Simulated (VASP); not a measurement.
# BaTiO3 (Amm2) in VASP: relaxation of shape and atoms at fixed volume with PBE

Aim: the relaxation of shape and atoms at fixed volume of BaTiO3 with PBE.

Program: VASP 6.6.1. These are calculated values, not measurements. Logs are shortened: lines on timing, memory, paths and dates and some standing lists are left out, and cuts for length are marked.

## 1. The cell of the first run

It takes space group Amm2 (No. 38, orthorhombic). Conventional cell: a = 3.932 Å, b = 5.723 Å, c = 5.773 Å, α = 90.00°, β = 90.00°, γ = 90.00°. Within 3.6 Å of Ba (site symmetry mm2) lie 12 O at 2.75 to 3.03 Å and 8 Ti at 3.42 to 3.57 Å. Ti (site symmetry mm2) has 6 O at 1.83 to 2.25 Å within 2.4 Å. Within 2.6 Å of O (site symmetry mm2) lie 2 Ti at 1.98 Å. O (site symmetry m) has 2 Ti at 1.83 to 2.25 Å within 2.4 Å.

## 2. Relaxation of shape and atoms at fixed volume, PBE (volume scaled by 0.97)

INCAR reads:

```
SYSTEM = BaTiO3
ALGO = Normal ; EDIFF = 1E-6
EDIFFG = -0.01 ; ENCUT = 600
GGA = PE ; IBRION = 2
ISIF = 4 ; ISMEAR = 0
LASPH = .True. ; LCHARG = .False.
LREAL = .False. ; LWAVE = .False.
NELM = 100 ; NSW = 50
PREC = Accurate ; SIGMA = 0.02
```

KPOINTS reads:

```
k-points
0
Gamma
  8 8 8
  0 0 0
```

POSCAR reads:

```
BaTiO3
1.0
    3.9322626708      0.0000000000      0.0000000000
    0.0000000000      2.8613582103      2.8864437520
    0.0000000000     -2.8613582103      2.8864437520
Ba Ti O
1 1 3
Direct
    0.0000000000      0.0115969521      0.0115969521
    0.5000000000      0.5278060064      0.5278060064
    0.0000000000      0.4872863765      0.4872863765
    0.5000000000      0.4931620084      0.9763686566
    0.5000000000      0.9763686566      0.4931620084
```

Potentials or basis: VASP PAW PBE potentials, release 64 (Ba_sv, Ti_sv, O).

Command:

```sh
$ cat potpaw_PBE.64/Ba_sv/POTCAR potpaw_PBE.64/Ti_sv/POTCAR potpaw_PBE.64/O/POTCAR > POTCAR
$ mpirun -np 1 vasp_std > vasp.out
```

OUTCAR:

```text
SYSTEM = BaTiO3
   EDIFF = 1E-6
   EDIFFG = -0.01
   ENCUT = 600
   GGA = PE
   IBRION = 2
   ISIF = 4
   ISMEAR = 0
   LASPH = .True.
   LREAL = .False.
   NELM = 100
   NSW = 50
   PREC = Accurate

 ion  position               nearest neighbor table
   1  0.000  0.012  0.012-   3 2.75   4 2.78   5 2.78   4 2.78   5 2.78   3 2.86   3 2.86   5 2.89
                             4 2.89   5 2.89   4 2.89   3 3.03   2 3.42   2 3.42   2 3.47   2 3.47
   2  0.500  0.528  0.528-   4 1.83   5 1.83   3 1.98   3 1.98   5 2.25   4 2.25   1 3.42   1 3.42
                             1 3.47   1 3.47   1 3.47   1 3.47   1 3.57   1 3.57
   3  0.000  0.487  0.487-   2 1.98   2 1.98   1 2.75   1 2.86   1 2.86   1 3.03
   4  0.500  0.493  0.976-   2 1.83   2 2.25   1 2.78   1 2.78   1 2.89   1 2.89
   5  0.500  0.976  0.493-   2 1.83   2 2.25   1 2.78   1 2.78   1 2.89   1 2.89

  LATTYP: Found a base centered orthorhombic cell.
 ALAT       =     5.7227164206
 B/A-ratio  =     1.0087670050
 C/A-ratio  =     0.6871321907

  Lattice vectors:

 A1 = (   0.0000000000,   2.8613582103,  -2.8864437520)
 A2 = (   0.0000000000,   2.8613582103,   2.8864437520)
 A3 = (   3.9322626708,   0.0000000000,   0.0000000000)

Analysis of symmetry for initial positions (statically):
=====================================================================
 Subroutine PRICEL returns:
 Original cell was already a primitive cell.

 Routine SETGRP: Setting up the symmetry group for a
 base centered orthorhombic supercell.

 Subroutine GETGRP returns: Found  4 space group operations
 (whereof  4 operations were pure point group operations)
 out of a pool of  8 trial point group operations.

The static configuration has the point symmetry C_2v.

Analysis of symmetry for dynamics (positions and initial velocities):
=====================================================================
 Subroutine PRICEL returns:
 Original cell was already a primitive cell.

 Routine SETGRP: Setting up the symmetry group for a
 base centered orthorhombic supercell.

 Subroutine GETGRP returns: Found  4 space group operations
 (whereof  4 operations were pure point group operations)
 out of a pool of  8 trial point group operations.

The dynamic configuration has the point symmetry C_2v.

 Subroutine INISYM returns: Found  4 space group operations
 (whereof  4 operations are pure point group operations),
 and found     1 'primitive' translations

----------------------------------------------------------------------------------------

                                     Primitive cell

[... 116 lines left out ...]
     AMIX_MAG =   1.60;   BMIX_MAG =  1.00
  volume/ion in A,a.u.               =      12.99        87.67
  Fermi-wavevector in a.u.,A,eV,Ry     =   1.392811  2.632031 26.394251  1.939923
  Thomas-Fermi vector in A             =   2.516518
   LORBIT       =      0    0 simple, 1 ext, 2 COOP (PROOUT), +10 PAW based schemes
   GGA     = PE    functional components
   LHFCALC =     F    Hartree Fock is set to
   AEXX    =    0.0000 exact exchange contribution
   IVDW    =     0    specifies the selected vdW correction
   LEPSILON=     F    determine dielectric tensor
   LRPA    =     F    only Hartree local field effects (RPA)
 conjugate gradient relaxation of ions
 non-spin polarized calculation
 Gauss-broadening in eV      SIGMA  =   0.02
  energy-cutoff  :      600.00
  volume of cell :       64.95
 maximum number of plane-waves:      2208
 NGX is ok and might be reduce to    32
   NGX = 15   NGY = 17   NGZ = 17

--------------------------------------- Ionic step        1  -------------------------------------------

 number of electron      39.9999985 magnetization

 Free energy of the ion-electron system (eV)
  ---------------------------------------------------
  ext. energy  EPLUGINS =         0.00000000
  ---------------------------------------------------
  free energy    TOTEN  =       -40.00646968 eV

  energy without entropy =      -40.00646968  energy(sigma->0) =      -40.00646968

------------------------ aborting loop because EDIFF is reached ----------------------------------------

  FORCE on cell =-STRESS in cart. coord.  units (eV):
  Direction    XX          YY          ZZ          XY          YZ          ZX
  --------------------------------------------------------------------------------------
  -------------------------------------------------------------------------------------
  Total        2.6758575      2.7667588      2.5600705      0.0000000      0.0000000      0.0000000
  in kB       66.0033117     68.2455036     63.1472824      0.0000000      0.0000000      0.0000000
  external PRESSURE =      65.7986992 kB  Pullay stress =       0.0000000 kB
[... 98 lines left out ...]
  FREE ENERGIE OF THE ION-ELECTRON SYSTEM (eV)
  ---------------------------------------------------
  free  energy   TOTEN  =       -40.0190256233 eV

  energy  without entropy=      -40.0190256233  energy(sigma->0) =      -40.01902562

[... ionic steps 4 to 7 ...]

--------------------------------------- Ionic step        8  -------------------------------------------

 number of electron      39.9999992 magnetization

------------------------ aborting loop because EDIFF is reached ----------------------------------------
[... 73 lines left out ...]
--------------------------------------- Ionic step       10  -------------------------------------------

 number of electron      39.9999990 magnetization

 Free energy of the ion-electron system (eV)
  ---------------------------------------------------
  ext. energy  EPLUGINS =         0.00000000
  ---------------------------------------------------
  free energy    TOTEN  =       -40.02543903 eV

  energy without entropy =      -40.02543903  energy(sigma->0) =      -40.02543903

 E-fermi :   3.9376     XC(G=0): -11.1750

 val. band max:        3.7314727081   @ k =   0.5000   0.5000   0.5000
 cond. band min:       5.8757860968   @ k =   0.0000   0.0000   0.0000
 fundamental gap:      2.1443133888
 Fermi energy:         3.9376140600

 k-point     1 :       0.0000    0.0000    0.0000
  band No.  band energies     occupation
      1     -52.6937      2.00000
      2     -28.9549      2.00000
      3     -28.9543      2.00000
      4     -28.9030      2.00000
      5     -21.1496      2.00000
      6     -13.1266      2.00000
[... 637 lines left out ...]
     23       7.6871      0.00000
     24       8.5497      0.00000

 [... further k-points ...]
[... 5 lines left out ...]
  --------------------------------------------------------------------------------------
  -------------------------------------------------------------------------------------
  Total        1.7085933      1.7148210      1.7383536      0.0000000      0.0000000      0.0000000
  in kB       42.1445504     42.2981647     42.8786269      0.0000000      0.0000000      0.0000000
  external PRESSURE =      42.4404474 kB  Pullay stress =       0.0000000 kB
[... 20 lines left out ...]
  FREE ENERGIE OF THE ION-ELECTRON SYSTEM (eV)
  ---------------------------------------------------
  free  energy   TOTEN  =       -40.0254390323 eV

  energy  without entropy=      -40.0254390323  energy(sigma->0) =      -40.02543903

 reached required accuracy - stopping structural energy minimisation
```

CONTCAR:

```text
BaTiO3
   1.00000000000000
     3.9739036342489538    0.0000000000000000    0.0000000000000000
     0.0000000000000000    2.8529582097981288    2.8646073892937358
     0.0000000000000000   -2.8529582097981288    2.8646073892937358
  Ba              Ti              O
     1     1     3
Direct
     0.0000000000000000    0.0066009623393942    0.0066009623393942
     0.5000000000000000    0.5215415432842712    0.5215415432842712
     0.0000000000000000    0.4909015174404498    0.4909015174404498
     0.5000000000000000    0.4941259336107778    0.9830500433251084
     0.5000000000000000    0.9830500433251084    0.4941259336107778

  0.00000000E+00  0.00000000E+00  0.00000000E+00
  0.00000000E+00  0.00000000E+00  0.00000000E+00
  0.00000000E+00  0.00000000E+00  0.00000000E+00
  0.00000000E+00  0.00000000E+00  0.00000000E+00
  0.00000000E+00  0.00000000E+00  0.00000000E+00
```

Wall time 8.8 min (1 thread of Intel Xeon 6975P-C, shared host); peak memory 0.34 GiB.

Results:

```
Free energy                  : -40.0254 eV
Energy gained by relaxing    : 3.8 meV/atom
Ionic steps                  : 10
Pressure after relaxing      : 4.2 GPa
Largest force after relaxing : 0.008 eV/Å
Band gap on the k mesh       : 2.14 eV, indirect (least direct gap 2.55 eV)
```

Forces on the atoms (eV/Å):
```
Ba   0.000  0.000  0.008
Ti   0.000  0.000 -0.008
O    0.000  0.000  0.003
O    0.000 -0.008 -0.002
O    0.000  0.008 -0.002
```

The path:
| step | energy change (eV) | largest force (eV/Å) | pressure (GPa) | volume (Å³) |
| --- | --- | --- | --- | --- |
| 1 | 0.0000 | 0.4622 | 6.58 | 64.95 |
| 2 | -0.0126 | 0.1215 | 4.99 | 64.95 |
| 3 | -0.0126 | 0.1222 | 4.95 | 64.95 |
| 4 | -0.0165 | 0.0899 | 4.66 | 64.95 |
| 5 | -0.0179 | 0.0944 | 4.39 | 64.95 |
| 6 | -0.0187 | 0.0519 | 4.30 | 64.95 |
| 7 | -0.0189 | 0.0186 | 4.21 | 64.95 |
| 8 | -0.0189 | 0.0194 | 4.20 | 64.95 |
| 9 | -0.0190 | 0.0110 | 4.23 | 64.95 |
| 10 | -0.0190 | 0.0083 | 4.24 | 64.95 |

Final structure:
```yaml
crystal:
  lattice:
    - [3.97390, 0.00000, 0.00000]
    - [0.00000, 2.85296, 2.86461]
    - [0.00000, -2.85296, 2.86461]
  atoms:
    - { symbol: Ba, position: [0.00000, 0.00660, 0.00660] }
    - { symbol: Ti, position: [0.50000, 0.52154, 0.52154] }
    - { symbol: O, position: [0.00000, 0.49090, 0.49090] }
    - { symbol: O, position: [0.50000, 0.49413, 0.98305] }
    - { symbol: O, position: [0.50000, 0.98305, 0.49413] }
```

Caveat: the cell differs from its parent crystal (volume scaled by 0.97); spin-orbit coupling is left out, which moves the levels of the heavy elements.
